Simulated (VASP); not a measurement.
Here is a VASP 6.6.1 calculation.

INCAR

```
  PREC = Accurate
  ENCUT = 520
  EDIFF = 1E-6
  ISMEAR = 0
  SIGMA = 0.02
  LREAL = F
  LASPH = T
  NELM = 60
  ALGO = Normal
  ISIF = 2
  LWAVE = F
  LCHARG = F
  GGA = PS
  NBANDS = 16
```

Contents of KPOINTS:

```
regular mesh
0
Gamma
  8 8 8
```

File POSCAR:

```
ZnS
1.0
    0.0000000000      2.6780746436      2.6780746436
    2.6780746436      0.0000000000      2.6780746436
    2.6780746436      2.6780746436      0.0000000000
Zn S
1 1
Direct
    0.0000000000      0.0000000000      0.0000000000
    0.2500000000      0.2500000000      0.2500000000
```

Potentials or basis: VASP PAW PBE potentials, release 64 (Zn, S).

Run with:

```bash
$ cat potpaw_PBE.64/Zn/POTCAR potpaw_PBE.64/S/POTCAR > POTCAR
$ mpirun -np 1 vasp_std > vasp.out
```

Question: What does it give for the pressure?

Answer: 0.2 GPa.

Question: What does it give for the band gap on the k mesh?

Answer: 2.09 eV, direct.

Caveat: the PAW data sets were made with another functional, which shifts forces and pressure a little.
